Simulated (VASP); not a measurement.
# Nb2B (P6/mmm) in VASP: notebook

The runs below take Nb2B through single point, with PBE.

All numbers are computed with VASP 6.6.1; they aren't measurements. Logs are shortened: lines on timing, memory, paths and dates and some standing lists are left out, and cuts for length are marked.

### Step 1. The cell of the first run

It takes space group P6/mmm (No. 191, hexagonal). Conventional cell: a = 4.398 Å, b = 4.398 Å, c = 2.673 Å, α = 90.00°, β = 90.00°, γ = 120.00°. Nb (site symmetry -6m2) has 5 Nb at 2.54 to 2.67 Å and 6 B at 2.87 Å within 3.4 Å. B (site symmetry 6/mmm) has 2 B at 2.67 Å and 12 Nb at 2.87 Å within 3.5 Å.

### Step 2. Single point, PBE, collinear spin, ferromagnetic start

INCAR

```
ALGO = Normal ; EDIFF = 1E-6
ENCUT = 500 ; GGA = PE
GGA_COMPAT = False ; ISIF = 2
ISMEAR = 0 ; ISPIN = 2
LASPH = True ; LCHARG = True
LELF = True ; LMAXMIX = 4
LORBIT = 11 ; LREAL = False
LVHAR = True ; LWAVE = False
MAGMOM = 1 1 0 ; NBANDS = 26
NELM = 200 ; PREC = Accurate
SIGMA = 0.1
```

KPOINTS

```
k-points
0
Gamma
  6 6 6
```

POSCAR

```
Nb2B
1.0
    4.3975326705      0.0000000000      0.0000000000
   -2.1987663352      3.8083750066      0.0000000000
    0.0000000000      0.0000000000      2.6728208703
Nb B
2 1
Direct
    0.3333333333      0.6666666667      0.5000000000
    0.6666666667      0.3333333333      0.5000000000
    0.0000000000      0.0000000000      0.0000000000
```

Potentials or basis: VASP PAW PBE potentials, release 64 (Nb_sv, B).

On the command line:

```console
> cat potpaw_PBE.64/Nb_sv/POTCAR potpaw_PBE.64/B/POTCAR > POTCAR
> mpirun -np 1 vasp_std > vasp.out
```

OUTCAR:

```text
EDIFF = 1E-6
   ENCUT = 500
   GGA = PE
   ISIF = 2
   ISMEAR = 0
   ISPIN = 2
   LASPH = True
   LORBIT = 11
   LREAL = False
   NELM = 200
   PREC = Accurate

 ion  position               nearest neighbor table
   1  0.333  0.667  0.500-   2 2.54   2 2.54   2 2.54
   2  0.667  0.333  0.500-   1 2.54   1 2.54   1 2.54
   3  0.000  0.000  0.000-

  LATTYP: Found a hexagonal cell.
 ALAT       =     4.3975326705
 C/A-ratio  =     0.6078001167

  Lattice vectors:

 A1 = (   4.3975326705,   0.0000000000,   0.0000000000)
 A2 = (  -2.1987663352,   3.8083750066,   0.0000000000)
 A3 = (   0.0000000000,   0.0000000000,   2.6728208703)

Analysis of symmetry for initial positions (statically):
=====================================================================
 Subroutine PRICEL returns:
 Original cell was already a primitive cell.

 Routine SETGRP: Setting up the symmetry group for a
 hexagonal supercell.

 Subroutine GETGRP returns: Found 24 space group operations
 (whereof 24 operations were pure point group operations)
 out of a pool of 24 trial point group operations.

The static configuration has the point symmetry D_6h.

Analysis of symmetry for dynamics (positions and initial velocities):
=====================================================================
 Subroutine PRICEL returns:
 Original cell was already a primitive cell.

 Routine SETGRP: Setting up the symmetry group for a
 hexagonal supercell.

 Subroutine GETGRP returns: Found 24 space group operations
 (whereof 24 operations were pure point group operations)
 out of a pool of 24 trial point group operations.

The dynamic configuration has the point symmetry D_6h.

Analysis of structural, dynamic, and magnetic symmetry:
=====================================================================
 Subroutine PRICEL returns:
 Original cell was already a primitive cell.

 Routine SETGRP: Setting up the symmetry group for a
 hexagonal supercell.

 Subroutine GETGRP returns: Found 24 space group operations
 (whereof 24 operations were pure point group operations)
 out of a pool of 24 trial point group operations.

The overall configuration has the point symmetry D_6h.

 Subroutine INISYM returns: Found 24 space group operations
 (whereof 24 operations are pure point group operations),
 and found     1 'primitive' translations

----------------------------------------------------------------------------------------

                                     Primitive cell

  volume of cell :      44.7629

  direct lattice vectors                    reciprocal lattice vectors
     4.397532671  0.000000000  0.000000000     0.227400243  0.131289592  0.000000000
    -2.198766335  3.808375007  0.000000000     0.000000000  0.262579184  0.000000000
     0.000000000  0.000000000  2.672820870     0.000000000  0.000000000  0.374136558

  length of vectors
     4.397532671  4.397532670  2.672820870     0.262579184  0.262579184  0.374136558

  position of ions in fractional coordinates (direct lattice)
     0.333333333  0.666666667  0.500000000
     0.666666667  0.333333333  0.500000000
     0.000000000  0.000000000  0.000000000

  ion indices of the primitive-cell ions
   primitive index   ion index
                 1           1
                 2           2
                 3           3

----------------------------------------------------------------------------------------

 KPOINTS: k-points

Automatic generation of k-mesh.
 Grid dimensions read from file:
 generate k-points for:    6    6    6

 Generating k-lattice:

  Cartesian coordinates                     Fractional coordinates (reciprocal lattice)
     0.037900041  0.021881599  0.000000000     0.166666667  0.000000000  0.000000000
     0.000000000  0.043763197  0.000000000     0.000000000  0.166666667  0.000000000
     0.000000000  0.000000000  0.062356093     0.000000000  0.000000000  0.166666667

  Length of vectors
     0.043763197  0.043763197  0.062356093

  Shift w.r.t. Gamma in fractional coordinates (k-lattice)
     0.000000000  0.000000000  0.000000000

 Subroutine IBZKPT returns following result:
 ===========================================

 Found     28 irreducible k-points:

 Following reciprocal coordinates:
            Coordinates               Weight
  0.000000  0.000000  0.000000      1.000000
  0.166667  0.000000  0.000000      6.000000
  0.333333 -0.000000  0.000000      6.000000
  0.500000  0.000000  0.000000      3.000000
  0.166667  0.166667  0.000000      6.000000
  0.333333  0.166667  0.000000     12.000000
[... 16 lines left out ...]
  0.166667  0.000000  0.500000      6.000000
  0.333333 -0.000000  0.500000      6.000000
 [... further k-points ...]
   k-points           NKPTS =     28   k-points in BZ     NKDIM =     28   number of bands    NBANDS=     26
   number of dos      NEDOS =    301   number of ions     NIONS =      3
   total plane-waves  NPLWV =  20480
   dimension x,y,z NGX =    32 NGY =   32 NGZ =   20
   dimension x,y,z NGXF=    64 NGYF=   64 NGZF=   40
   ions per type =               2   1
   NGX,Y,Z   is equivalent  to a cutoff of  12.10, 12.10, 12.44 a.u.
   NGXF,Y,Z  is equivalent  to a cutoff of  24.19, 24.19, 24.88 a.u.
 SYSTEM =  unknown system
   PREC   = accura    normal or accurate (medium, high low for compatibility)
   ISTART =      0    job   : 0-new  1-cont  2-samecut
   ICHARG =      2    charge: 1-file 2-atom 10-const
   ISPIN  =      2    spin polarized calculation?
   LNONCOLLINEAR =      F non collinear calculations
   LSORBIT =      F    spin-orbit coupling
   LASPH  =      T    aspherical Exc in radial PAW
   ENCUT  =  500.0 eV  36.75 Ry    6.06 a.u.   8.02  8.02  4.87*2*pi/ulx,y,z
   NELM   =    200;   NELMIN=  2; NELMDL= -5     # of ELM steps
   EDIFF  = 0.1E-05   stopping-criterion for ELM
   LREAL  =      F    real-space projection
   EDIFFG = 0.1E-04   stopping-criterion for IOM
   NSW    =      0    number of steps for IOM
   IBRION =     -1    ionic relax: 0-MD 1-quasi-New 2-CG
   NFREE  =      0    steps in history (QN), initial steepest desc. (CG)
   ISIF   =      2    stress and relaxation
   ISYM   =      2    0-nonsym 1-usesym 2-fastsym
   POTIM  = 0.5000    time-step for ionic-motion
   TEBEG  =    0.0;   TEEND  =   0.0 temperature during run
   PSTRESS=    0.0 pullay stress
   NELECT =      29.0000    total number of electrons
   NUPDOWN=      -1.0000    fix difference up-down
   EMIN   =  10.00;   EMAX   =-10.00  energy-range for DOS
   EFERMI =   0.00;   METHOD = LEGACY
   ISMEAR =     0;   SIGMA  =   0.10  broadening in eV -4-tet -1-fermi 0-gaus
   EFERMI_NEDOS =   21; number of points for ismear=-14 and -15
   IALGO  =     38    algorithm
   IMIX   =      4    mixing-type and parameters
     AMIX     =   0.40;   BMIX     =  1.00
     AMIX_MAG =   1.60;   BMIX_MAG =  1.00
  volume/ion in A,a.u.               =      14.92       100.69
  Fermi-wavevector in a.u.,A,eV,Ry     =   1.416559  2.676908 27.301980  2.006639
  Thomas-Fermi vector in A             =   2.537881
   LORBIT       =     11    0 simple, 1 ext, 2 COOP (PROOUT), +10 PAW based schemes
   GGA     = PE    functional components
   LHFCALC =     F    Hartree Fock is set to
   AEXX    =    0.0000 exact exchange contribution
   IVDW    =     0    specifies the selected vdW correction
   LEPSILON=     F    determine dielectric tensor
   LRPA    =     F    only Hartree local field effects (RPA)
 spin polarized calculation
 Gauss-broadening in eV      SIGMA  =   0.10
  energy-cutoff  :      500.00
  volume of cell :       44.76
 maximum number of plane-waves:      1152
   NGX = 17   NGY = 17   NGZ =  9

 number of electron      29.0000001 magnetization      -0.0215752

 number of electron      29.0000001 magnetization       0.0000386

 Free energy of the ion-electron system (eV)
  ---------------------------------------------------
  ext. energy  EPLUGINS =         0.00000000
  ---------------------------------------------------
  free energy    TOTEN  =       -24.30003766 eV

  energy without entropy =      -24.29121543  energy(sigma->0) =      -24.29562655

 E-fermi :  10.3752     XC(G=0): -12.2218

 val. band max:       10.3733593648   @ k =   0.1667   0.1667   0.1667
 cond. band min:      10.3832774371   @ k =   0.1667   0.0000   0.0000
 fundamental gap:      0.0099180722
 Fermi energy:        10.3752299847

 spin component 1

 k-point     1 :       0.0000    0.0000    0.0000
  band No.  band energies     occupation
      1     -44.4838      1.00000
      2     -43.9204      1.00000
      3     -21.1734      1.00000
      4     -21.1734      1.00000
      5     -19.6734      1.00000
      6     -19.5940      1.00000
[... 18 lines left out ...]
     25      16.9984      0.00000
     26      24.5372      0.00000

 k-point     2 :       0.1667    0.0000    0.0000
  band No.  band energies     occupation
      1     -44.4518      1.00000
      2     -43.9551      1.00000
      3     -21.2128      1.00000
      4     -21.1008      1.00000
      5     -19.6699      1.00000
      6     -19.6515      1.00000
[... 18 lines left out ...]
     25      18.3095      0.00000
     26      24.3087      0.00000

 k-point     3 :       0.3333   -0.0000    0.0000
  band No.  band energies     occupation
      1     -44.3687      1.00000
      2     -44.0436      1.00000
      3     -21.2854      1.00000
      4     -20.9282      1.00000
      5     -19.8484      1.00000
      6     -19.5947      1.00000
[... 572 lines left out ...]
 k-point    23 :       0.1667    0.0000    0.5000
  band No.  band energies     occupation
      1     -44.2242      1.00000
      2     -43.7430      1.00000
      3     -21.3314      1.00000
      4     -20.9759      1.00000
      5     -20.8683      1.00000
      6     -20.8313      1.00000
[... 18 lines left out ...]
     25      21.9671      0.00000
     26      22.2786      0.00000

 k-point    24 :       0.3333   -0.0000    0.5000
  band No.  band energies     occupation
      1     -44.1436      1.00000
      2     -43.8288      1.00000
      3     -21.2465      1.00000
      4     -21.0419      1.00000
      5     -20.9193      1.00000
      6     -20.6962      1.00000
[... 18 lines left out ...]
     25      20.0747      0.00000
     26      20.6099      0.00000

 [... further k-points ...]

 spin component 2

 k-point     1 :       0.0000    0.0000    0.0000
  band No.  band energies     occupation
      1     -44.4838      1.00000
      2     -43.9204      1.00000
      3     -21.1734      1.00000
      4     -21.1734      1.00000
      5     -19.6734      1.00000
      6     -19.5940      1.00000
[... 18 lines left out ...]
     25      16.9984      0.00000
     26      24.5400      0.00000

 k-point     2 :       0.1667    0.0000    0.0000
  band No.  band energies     occupation
      1     -44.4518      1.00000
      2     -43.9551      1.00000
      3     -21.2128      1.00000
      4     -21.1008      1.00000
      5     -19.6699      1.00000
      6     -19.6515      1.00000
[... 18 lines left out ...]
     25      18.3096      0.00000
     26      24.3055      0.00000

 k-point     3 :       0.3333   -0.0000    0.0000
  band No.  band energies     occupation
      1     -44.3687      1.00000
      2     -44.0436      1.00000
      3     -21.2854      1.00000
      4     -20.9282      1.00000
      5     -19.8484      1.00000
      6     -19.5947      1.00000
[... 572 lines left out ...]
 k-point    23 :       0.1667    0.0000    0.5000
  band No.  band energies     occupation
      1     -44.2242      1.00000
      2     -43.7430      1.00000
      3     -21.3314      1.00000
      4     -20.9759      1.00000
      5     -20.8683      1.00000
      6     -20.8313      1.00000
[... 18 lines left out ...]
     25      21.9671      0.00000
     26      22.2786      0.00000

 k-point    24 :       0.3333   -0.0000    0.5000
  band No.  band energies     occupation
      1     -44.1436      1.00000
      2     -43.8288      1.00000
      3     -21.2465      1.00000
      4     -21.0419      1.00000
      5     -20.9193      1.00000
      6     -20.6963      1.00000
[... 18 lines left out ...]
     25      20.0747      0.00000
     26      20.6099      0.00000

 [... further k-points ...]
[... 5 lines left out ...]
  --------------------------------------------------------------------------------------
  -------------------------------------------------------------------------------------
  Total       -0.0504638     -0.0504638     -0.0848530     -0.0000000      0.0000000      0.0000000
  in kB       -1.8062235     -1.8062235     -3.0371005     -0.0000000      0.0000000      0.0000000
  external PRESSURE =      -2.2165158 kB  Pullay stress =       0.0000000 kB

 VOLUME and BASIS-vectors are now :
 -----------------------------------------------------------------------------
  energy-cutoff  :      500.00
  volume of cell :       44.76
      direct lattice vectors                 reciprocal lattice vectors
     4.397532671  0.000000000  0.000000000     0.227400243  0.131289592  0.000000000
    -2.198766335  3.808375007  0.000000000     0.000000000  0.262579184  0.000000000
     0.000000000  0.000000000  2.672820870     0.000000000  0.000000000  0.374136558

 POSITION                                       TOTAL-FORCE (eV/Angst)
 -----------------------------------------------------------------------------------
     -0.00000      2.53892      1.33641         0.000000      0.000000      0.000000
      2.19877      1.26946      1.33641        -0.000000     -0.000000      0.000000
      0.00000      0.00000      0.00000         0.000000      0.000000      0.000000
 -----------------------------------------------------------------------------------
    total drift:                               -0.000000      0.000000      0.000000

  FREE ENERGIE OF THE ION-ELECTRON SYSTEM (eV)
  ---------------------------------------------------
  free  energy   TOTEN  =       -24.3000376596 eV

  energy  without entropy=      -24.2912154323  energy(sigma->0) =      -24.29562655

 total charge

# of ion       s       p       d       tot
------------------------------------------
    1        2.211   5.989   2.748  10.948
    2        2.211   5.989   2.748  10.948
    3        0.638   0.791   0.000   1.429
--------------------------------------------------
tot          5.060  12.770   5.495  23.325

 magnetization (x)

# of ion       s       p       d       tot
------------------------------------------
    1       -0.000  -0.000   0.000  -0.000
    2       -0.000  -0.000   0.000  -0.000
    3       -0.000  -0.000   0.000  -0.000
--------------------------------------------------
tot         -0.000  -0.000   0.000  -0.000
```

Run time: 37 s. Hardware: 1 thread of Intel Xeon 6975P-C, shared host; peak memory 0.19 GiB.

What came out:

- Free energy: -24.3000 eV
- Pressure: -0.2 GPa
- Net moment: 0.00 μB per cell
- Valence electrons inside the program's atomic spheres: Nb 10.95; B 1.43

Levels at points of the mesh, in eV from the Fermi level:
Spin up:
```tsv
k point	band 12	band 13	band 14	band 15	band 16	band 17
(0.00, 0.00, 0.00)	-3.31	-1.27	0.13	0.13	2.21	2.22
(0.50, 0.00, 0.00)	-2.64	-2.23	-1.70	-0.10	1.86	2.01
(0.00, 0.00, 0.50)	-3.37	-1.62	-1.62	0.47	0.47	1.27
(0.50, 0.00, 0.50)	-2.41	-0.99	-0.29	-0.25	0.82	1.66
```
Spin down:
```csv
k point,band 11,band 12,band 13,band 14,band 15,band 16,band 17,band 18
"(0.00, 0.00, 0.00)",-3.31,-3.31,-1.27,0.13,0.13,2.21,2.22,2.22
"(0.50, 0.00, 0.00)",-3.04,-2.64,-2.23,-1.70,-0.10,1.86,2.01,3.05
"(0.00, 0.00, 0.50)",-3.37,-3.37,-1.62,-1.62,0.47,0.47,1.27,1.27
"(0.50, 0.00, 0.50)",-3.79,-2.41,-0.99,-0.29,-0.25,0.82,1.66,3.18
```

Caveat: the k points lie up to 0.39 Å⁻¹ apart.

### Step 3. Single point, PBE

This run uses another cell than the first one, of 11.96 Å³/atom, 0.802 times its volume.

INCAR

```
SYSTEM = Nb2B
ALGO = Normal
EDIFF = 1E-6
ENCUT = 520
GGA = PE
ISIF = 2
ISMEAR = 0
LASPH = .TRUE.
LCHARG = .TRUE.
LELF = .TRUE.
LREAL = .FALSE.
LVHAR = .TRUE.
LWAVE = .FALSE.
NBANDS = 22
NELM = 60
PREC = Accurate
SIGMA = 0.1
```

KPOINTS

```
k-points
0
G
  6 6 4
  0 0 0
```

POSCAR

```
Nb2B
1.0
    3.3104270700      0.0000000000      0.0000000000
   -1.6552135300      2.8669139400      0.0000000000
    0.0000000000      0.0000000000      3.7804326000
Nb B
2 1
Direct
    0.3333333300      0.6666666700      0.5000000000
    0.6666666700      0.3333333300      0.5000000000
    0.0000000000      0.0000000000      0.0000000000
```

Potentials or basis: VASP PAW PBE potentials, release 64 (Nb_sv, B).

On the command line:

```console
> cat potpaw_PBE.64/Nb_sv/POTCAR potpaw_PBE.64/B/POTCAR > POTCAR
> mpirun -np 1 vasp_std > vasp.out
```

OUTCAR:

```text
SYSTEM = Nb2B
   EDIFF = 1E-6
   ENCUT = 520
   GGA = PE
   ISIF = 2
   ISMEAR = 0
   LASPH = .TRUE.
   LREAL = .FALSE.
   NELM = 60
   PREC = Accurate

 ion  position               nearest neighbor table
   1  0.333  0.667  0.500-   2 1.91   2 1.91   2 1.91
   2  0.667  0.333  0.500-   1 1.91   1 1.91   1 1.91
   3  0.000  0.000  0.000-

  LATTYP: Found a hexagonal cell.
 ALAT       =     3.3104270700
[... 714 lines left out ...]

  FORCE on cell =-STRESS in cart. coord.  units (eV):
  Direction    XX          YY          ZZ          XY          YZ          ZX
  --------------------------------------------------------------------------------------
  -------------------------------------------------------------------------------------
  Total       56.7764779     56.7764779     -0.7835159      0.0000001     -0.0000000      0.0000000
  in kB     2535.3554187   2535.3554187    -34.9879264      0.0000044     -0.0000000      0.0000000
  external PRESSURE =    1678.5743037 kB  Pullay stress =       0.0000000 kB

 VOLUME and BASIS-vectors are now :
 -----------------------------------------------------------------------------
  energy-cutoff  :      520.00
  volume of cell :       35.88
      direct lattice vectors                 reciprocal lattice vectors
     3.310427070  0.000000000  0.000000000     0.302075829  0.174403560  0.000000000
    -1.655213530  2.866913940  0.000000000     0.000000000  0.348807122  0.000000000
     0.000000000  0.000000000  3.780432600     0.000000000  0.000000000  0.264519992

 POSITION                                       TOTAL-FORCE (eV/Angst)
 -----------------------------------------------------------------------------------
     -0.00000      1.91128      1.89022        -0.000000     -0.000000     -0.000000
      1.65521      0.95564      1.89022         0.000000      0.000000      0.000000
      0.00000      0.00000      0.00000         0.000000      0.000000     -0.000000
 -----------------------------------------------------------------------------------
    total drift:                                0.000000      0.000000      0.000000

  FREE ENERGIE OF THE ION-ELECTRON SYSTEM (eV)
  ---------------------------------------------------
  free  energy   TOTEN  =       -11.2782724656 eV

  energy  without entropy=      -11.2688968486  energy(sigma->0) =      -11.27358466
```

Wall time 23 s (1 thread of AMD EPYC 7R43 (Zen 3), shared host); peak memory 0.12 GiB.

Results:

* Free energy: -11.2783 eV
* Pressure: 167.9 GPa

Caveat: the k points lie up to 0.42 Å⁻¹ apart.

[end of part 1 of 2]
